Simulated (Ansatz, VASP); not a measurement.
# Bi in VASP and in Ansatz

```xyz
1
Lattice="-2.0160 2.0160 2.0160 2.0160 -2.0160 2.0160 2.0160 2.0160 -2.0160" Properties=species:S:1:pos:R:3 pbc="T T T"
Bi    0.0000    0.0000    0.0000
```

Alike in both runs: task single point; functional PBEsol; k mesh 10 × 10 × 10; occupations gaussian, width 0.1 eV; no spin polarisation.

|  | VASP | Ansatz |
| --- | --- | --- |
| version | VASP 6.6.1 | Ansatz 0.2.0 |
| potentials or method | VASP PAW PBE potentials, release 64 (Bi_d), cutoff 520 eV | plane waves, PAW |
| valence electrons in the cell | 15 | 15 |

|  | VASP | Ansatz | Ansatz less VASP |
| --- | --- | --- | --- |
| pressure (GPa) | -4.3 | -4.3 | +0.06 |

VASP's potentials were made for PBE, not for PBEsol.

Spin-orbit coupling is off throughout.
